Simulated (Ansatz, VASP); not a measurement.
## W: VASP beside Ansatz

Contents of INCAR:

```
PREC = Accurate
ENCUT = 520
EDIFF = 1E-6
ISMEAR = -1
SIGMA = 0.1
LREAL = F
LASPH = T
NELM = 60
ALGO = Normal
ISIF = 2
LWAVE = F
LCHARG = F
LDIPOL = T
IDIPOL = 3
DIPOL = 0.5 0.5 0.500
GGA = PE
NBANDS = 43
```

KPOINTS

```
Automatic mesh
0
Gamma
  13 13 1
```

POSCAR

```
W
1.0
    2.7570193923      0.0000000000      0.0000000000
   -0.9190064641      2.5993428109      0.0000000000
    0.0000000000      0.0000000000     25.0044000000
W
5
Direct
    0.0000000000      0.0000000000      0.3199439375
    0.5000000000      0.5000000000      0.4099719685
    0.0000000000      0.0000000000      0.5000000000
    0.5000000000      0.5000000000      0.5900280315
    0.0000000000      0.0000000000      0.6800560625
```

Input for Ansatz:

```yaml
crystal:
  lattice:
    - [2.7570193923, 0.0, 0.0]
    - [-0.9190064641, 2.5993428109, 0.0]
    - [0.0, 0.0, 25.0044]
  atoms:
    - { symbol: W, position: [0.0, 0.0, 0.3199439375] }
    - { symbol: W, position: [0.5, 0.5, 0.4099719685] }
    - { symbol: W, position: [0.0, 0.0, 0.5] }
    - { symbol: W, position: [0.5, 0.5, 0.5900280315] }
    - { symbol: W, position: [0.0, 0.0, 0.6800560625] }
kpoints:
  mp_grid: { grid: [13, 13, 1] }
scf:
  occupations: { method: fermi_dirac, width: 0.1 }
hamiltonian:
  xc: pbe
  pseudopotentials: { kind: paw }
output:
  forces: true
  stress: true
  eigenvalues: true
  populations: true
efield:
  axis: 3
  amplitude: 0
  dipole_correction: true
```

Alike in both runs: task single point; functional PBE; k mesh 13 × 13 × 1; occupations fermi-dirac, width 0.1 eV; no spin polarisation.

```csv
,VASP,Ansatz
version,VASP 6.6.1,Ansatz 0.2.0
potentials or method,"VASP PAW PBE potentials, release 64 (W_sv)","PAW with Ansatz's default frozen-core files, scalar-relativistic"
plane-wave cutoff (eV),520,420
valence electrons in the cell,70,70
```

Ansatz gave:

- rms of the force components (eV/Å): 0.326

Q: What did VASP give for the same quantities?

A: rms of the force components (eV/Å): 0.322.

Atom by atom the forces differ by 0.009 eV/Å (rms over components). The functional is the same, so the differences come from potentials, cutoffs and numerics.

Spin-orbit coupling is off throughout.
